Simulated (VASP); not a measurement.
TaN:

```
Ta N
1.0
     5.22162    0.00000    0.00000
    -2.61081    4.52206    0.00000
     0.00000    0.00000    2.92098
Ta N
3 3
Direct
  0.66667 0.33333 0.50000
  0.33333 0.66667 0.50000
  0.00000 0.00000 0.00000
  0.00000 0.50000 0.00000
  0.50000 0.50000 0.00000
  0.50000 0.00000 0.00000
```

Base run:

| Quantity | Value |
| --- | --- |
| Program | VASP 6.6.1 |
| Functional | PBE |
| Dispersion | D4 |
| Potentials or basis | VASP PAW PBE potentials, release 64 (Ta_pv, N) |
| Cutoff | 520 eV |
| k mesh | 6 × 6 × 9 |
| Occupations | fermi-dirac, width 0.05 eV |
| Spin | no spin polarisation |

Its results: band gap on the k mesh zero (band 24 reaches 8.81 eV, above the bottom of band 25 at 6.81 eV); pressure 0.8 GPa.

The run is repeated on the same cell with these changes: potentials or basis from VASP PAW PBE potentials, release 64 (Ta_pv, N) to VASP PAW PBE potentials, release 64 (Ta_sv_GW, N); cutoff from 520 eV to 600 eV; further incar settings from ALGO = Normal; EDIFF = 1e-06; NBANDS = 33 to ALGO = Normal; EDIFF = 1e-06; NBANDS = 36; valence electrons from 48 to 54. What comes out?

Band gap on the k mesh zero (band 27 reaches 12.76 eV, above the bottom of band 28 at 10.76 eV); pressure 0.0 GPa.

Caveats: spin-orbit coupling is left out, which moves the levels of the heavy elements; pairwise dispersion overbinds metals, which lowers pressure and volume.
